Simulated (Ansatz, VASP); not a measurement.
# Two plane-wave programs on SrO

```
Sr O
1.0
     0.00000    2.56630    2.56630
     2.56630    0.00000    2.56630
     2.56630    2.56630    0.00000
Sr O
1 1
Direct
  0.50000 0.50000 0.50000
  0.00000 0.00000 0.00000
```

Alike in both runs: task single point; functional revPBE; dispersion D3(BJ); k mesh 9 × 9 × 9; occupations tetrahedron; non-collinear spin, spin-orbit coupling.

|  | VASP | Ansatz |
| --- | --- | --- |
| version | VASP 6.6.1 | Ansatz 0.2.0 |
| potentials or method | VASP PAW PBE potentials, release 64 (Sr_sv, O) | PseudoDojo standard (PBE files) |
| plane-wave cutoff (eV) | 520 | 1143 |
| valence electrons in the cell | 16 | 16 |

VASP gave:

```
pressure (GPa) : 1.8
```

Q: What did Ansatz give for the same quantities?

A: Pressure (GPa): 0.9.

VASP's potentials were made for PBE, not for revPBE.

Noted on Ansatz's run: the potentials were made for another functional, which shifts forces and pressure; odd divisions of the mesh miss points on the zone boundary, where band edges often lie, so the gap on the mesh can be too wide.
